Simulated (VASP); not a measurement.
Wanted: the native input for a VASP 6.6.1 run.

| Quantity | Value |
| --- | --- |
| Task | relaxation of cell and atoms |
| Functional | PBEsol |
| Potentials or basis | VASP PAW PBE potentials, release 64 (Ag, I) |
| Cutoff | 600 eV |
| k mesh | 10 × 10 × 8 |
| Occupations | gaussian, width 0.1 eV |
| Spin | no spin polarisation |
| Dipole correction | no |
| Further INCAR settings | ALGO = Normal; EDIFF = 1e-06; IBRION = 2; EDIFFG = -0.005; NSW = 100; ISIF = 3 |

The structure of AgI2 lies in POSCAR:

```
AgI2
1.0
    4.2857280000      0.0000000000      0.0000000000
    0.0000000000      4.2857280000      0.0000000000
    0.0000000000      0.0000000000      6.3547810000
Ag I
1 2
Direct
    0.0000000000      0.0000000000      0.5000000000
    0.5000000000      0.0000000000      0.7777620000
    0.0000000000      0.5000000000      0.2222380000
```

One way to write it, as run:

INCAR

```
SYSTEM = AgI2
PREC = Accurate
ENCUT = 600
EDIFF = 1E-6
ISMEAR = 0
SIGMA = 0.1
LREAL = .FALSE.
LASPH = .TRUE.
NELM = 100
ALGO = Normal
ISIF = 3
LWAVE = .FALSE.
LCHARG = .FALSE.
GGA = PS
IBRION = 2
NSW = 100
EDIFFG = -0.005
```

KPOINTS

```
Automatic mesh
0
G
  10 10 8
  0 0 0
```

Potentials or basis: VASP PAW PBE potentials, release 64 (Ag, I).

Command:

```bash
$ cat potpaw_PBE.64/Ag/POTCAR potpaw_PBE.64/I/POTCAR > POTCAR
$ mpirun -np 1 vasp_std > vasp.out
```

Results of the run:

```yaml
Relaxed_volume: 34.05 Å³/atom
Relaxed_cell: a = 4.062 Å, b = 4.062 Å, c = 6.189 Å, α = 90.00°, β = 90.00°, γ = 90.00°
Space_group_after_relaxing_to_0.05_Å: P-4m2 (No. 115)
Energy_gained_by_relaxing: 31.9 meV/atom
Ionic_steps: 20
Pressure_after_relaxing: 0.0 GPa
```

Caveat: the PAW data sets were made with another functional, which shifts forces and pressure a little; an odd number of electrons without spin polarisation forces a metal; a magnetic or distorted state may lie lower.

It took 28 min on 1 thread of Intel(R) Xeon(R) Platinum 8259CL CPU @ 2.50GHz (Skylake/Cascade Lake) (shared host), peak memory 0.47 GiB.
